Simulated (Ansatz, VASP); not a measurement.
## One calculation of SrO, two programs

```
Sr O
1.0
     3.55329    0.00000    0.00000
    -1.77664    3.07724    0.00000
     0.00000    0.00000    6.21730
Sr O
2 2
Direct
  0.26022 0.52043 0.17762
  0.66667 0.33333 0.75000
  0.00000 0.00000 0.00000
  0.00000 0.00000 0.50000
```

Alike in both runs: task single point; functional PBEsol; k mesh 9 × 9 × 4; occupations gaussian, width 0.05 eV; no spin polarisation.

|  | VASP | Ansatz |
| --- | --- | --- |
| version | VASP 6.6.1 | Ansatz 0.2.0 |
| potentials or method | VASP PAW PBE potentials, release 64 (Sr_sv, O), cutoff 520 eV | scalar-relativistic, plane waves, PAW |
| valence electrons in the cell | 32 | 32 |

Ansatz gave:

| Property | Result |
| --- | --- |
| gap on the k mesh at the Fermi level (eV) | 2.07 |
| least direct gap on the mesh (eV) | 2.21 |
| pressure (GPa) | 8.0 |
| traceless stress, the component that is largest in VASP (GPa) | 12.91 |
| rms of the force components (eV/Å) | 3.012 |

**Question.** Estimate VASP's values.

**Answer.** gap on the k mesh at the Fermi level (eV): 2.05; least direct gap on the mesh (eV): 2.19; pressure (GPa): 9.3; traceless stress, the component that is largest in VASP (GPa): 13.86; rms of the force components (eV/Å): 3.188.

VASP's potentials were made for PBE, not for PBEsol. Atom by atom the forces differ by 0.189 eV/Å (rms over components).
